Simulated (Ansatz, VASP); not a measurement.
## Two plane-wave programs on AlN

```
Al N
1.0
     3.12859    0.00000    0.00000
    -1.56429    2.70944    0.00000
     0.00000    0.00000    5.01695
Al N
2 2
Direct
  0.66667 0.33333 0.49929
  0.33333 0.66667 0.99929
  0.66667 0.33333 0.88071
  0.33333 0.66667 0.38071
```

Alike in both runs: task single point; functional PBE; k mesh 6 × 6 × 4; occupations gaussian, width 0.1 eV; no spin polarisation.

|  | VASP | Ansatz |
| --- | --- | --- |
| version | VASP 6.6.1 | Ansatz 0.2.0 |
| potentials or method | VASP PAW PBE potentials, release 64 (Al, N), cutoff 600 eV | scalar-relativistic, plane waves, PAW |
| valence electrons in the cell | 16 | 16 |

Ansatz gave:

- gap on the k mesh at the Fermi level (eV): 4.05
- least direct gap on the mesh (eV): 4.05
- pressure (GPa): 0.2
- traceless stress, the component that is largest in VASP (GPa): -0.06

Task: Estimate VASP's values.

Result: gap on the k mesh at the Fermi level (eV): 4.06; least direct gap on the mesh (eV): 4.06; pressure (GPa): -0.1; traceless stress, the component that is largest in VASP (GPa): -0.02.

Ansatz's warnings: structure snapped to symmetry.
